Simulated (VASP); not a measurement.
A run of VASP 6.6.1 is set up as follows.

The input INCAR:

```
ALGO = Normal ; EDIFF = 1E-6
EDIFFG = -0.01 ; ENCUT = 600
GGA = PE ; IBRION = 2
ISIF = 3 ; ISMEAR = 0
LASPH = True ; LCHARG = False
LREAL = False ; LWAVE = False
NELM = 80 ; NSW = 100
PREC = Accurate ; SIGMA = 0.1
```

File KPOINTS:

```
k-points
0
Gamma
  10 10 10
```

Contents of POSCAR:

```
NbRu3C
1.0
    4.0651380000      0.0000000000      0.0000000000
    0.0000000000      4.0651380000      0.0000000000
    0.0000000000      0.0000000000      4.0651380000
Nb Ru C
1 3 1
Direct
    0.0000000000      0.0000000000      0.0000000000
    0.0000000000      0.5000000000      0.5000000000
    0.5000000000      0.0000000000      0.5000000000
    0.5000000000      0.5000000000      0.0000000000
    0.5000000000      0.5000000000      0.5000000000
```

Potentials or basis: VASP PAW PBE potentials, release 64 (Nb_sv, Ru_pv, C).

Launch:

```sh
$ cat potpaw_PBE.64/Nb_sv/POTCAR potpaw_PBE.64/Ru_pv/POTCAR potpaw_PBE.64/C/POTCAR > POTCAR
$ mpirun -np 1 vasp_std > vasp.out
```

Question: What does it give for the relaxed cell?

Answer: a = 4.048 Å, b = 4.048 Å, c = 4.048 Å, α = 90.00°, β = 90.00°, γ = 90.00°.

Question: Estimate the space group after relaxing (to 0.1 Å).

Answer: Pm-3m (No. 221).

Final structure:
```yaml
crystal:
  lattice:
    - [4.04830, 0.00000, 0.00000]
    - [0.00000, 4.04830, 0.00000]
    - [0.00000, 0.00000, 4.04830]
  atoms:
    - { symbol: Nb, position: [0.00000, 0.00000, 0.00000] }
    - { symbol: Ru, position: [0.00000, 0.50000, 0.50000] }
    - { symbol: Ru, position: [0.50000, 0.00000, 0.50000] }
    - { symbol: Ru, position: [0.50000, 0.50000, 0.00000] }
    - { symbol: C, position: [0.50000, 0.50000, 0.50000] }
```
